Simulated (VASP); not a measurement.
# C: single point with LDA

The system is C.

```xyz
8
Lattice="2.1821 -4.3337 0.0000 2.1821 4.3337 0.0000 0.0000 0.0000 2.4857" Properties=species:S:1:pos:R:3 pbc="T T T"
C     3.5566    1.4444    0.0000
C     0.8077   -1.4444    0.0000
C     0.8077    1.4444    0.0000
C     3.5566   -1.4444    0.0000
C     1.3761   -0.7735    1.2428
C     2.9882    0.7735    1.2428
C     2.9882   -0.7735    1.2428
C     1.3761    0.7735    1.2428
```

This cell differs from its parent crystal: strain +0.0375 x Voigt [1, 0, 0, 0, 0, 0].

| Property | Result |
| --- | --- |
| Program | VASP 6.6.1 |
| Task | single point |
| Functional | LDA |
| Potentials or basis | VASP PAW LDA potentials, release 64 (C) |
| Cutoff | 520 eV |
| k mesh | 6 × 6 × 10 |
| Occupations | gaussian, width 0.05 eV |
| Spin | no spin polarisation |
| Dipole correction | no |
| Further INCAR settings | ALGO = Normal; EDIFF = 1e-06; NBANDS = 26 |

```json
{
 "Pressure": "-13.1 GPa",
 "Largest force": "0.312 eV/Å",
 "Band gap on the k mesh": "3.26 eV, indirect (least direct gap 4.75 eV)"
}
```

Forces in eV/Å, atoms in the order of the input:
```
C   -0.084 -0.116  0.000
C    0.084  0.116  0.000
C    0.084 -0.116  0.000
C   -0.084  0.116  0.000
C    0.305 -0.067  0.000
C   -0.305  0.067  0.000
C   -0.305 -0.067  0.000
C    0.305  0.067  0.000
```

Stress tensor (GPa, compression positive):
```
-38.50   0.00   0.00
  0.00  -1.03   0.00
  0.00   0.00   0.10
```

Levels at points of the mesh, in eV from the valence-band top:
| k point | band 12 | band 13 | band 14 | band 15 | band 16 | band 17 | band 18 | band 19 | band 20 | band 21 |
| --- | --- | --- | --- | --- | --- | --- | --- | --- | --- | --- |
| (0.00, 0.00, 0.00) | -2.62 | -2.02 | -1.72 | -1.52 | -0.93 | 4.27 | 5.25 | 5.33 | 5.60 | 8.16 |
| (0.50, 0.00, 0.00) | -3.72 | -3.33 | -2.51 | -2.43 | -2.01 | 4.72 | 6.40 | 6.42 | 7.00 | 7.34 |
| (0.50, 0.50, 0.00) | -4.48 | -3.09 | -0.14 | -0.05 | 0.00 | 5.20 | 5.44 | 5.83 | 6.20 | 7.15 |
| (0.00, 0.00, 0.50) | -5.97 | -5.56 | -5.52 | -3.31 | -2.93 | 7.09 | 7.79 | 8.05 | 8.19 | 8.27 |
| (0.50, 0.00, 0.50) | -5.51 | -4.83 | -4.65 | -4.32 | -2.92 | 4.79 | 5.32 | 6.78 | 6.83 | 6.90 |
| (0.50, 0.50, 0.50) | -5.57 | -5.20 | -5.19 | -4.74 | -4.72 | 4.36 | 4.74 | 5.55 | 5.68 | 8.54 |

Wall time 64 s on 1 thread of Intel Xeon 6975P-C, with other jobs on the host, peak memory 0.18 GiB.

Caveat: the cell differs from its parent crystal (strain +0.0375 x Voigt [1, 0, 0, 0, 0, 0]). A k mesh can miss the band edges.
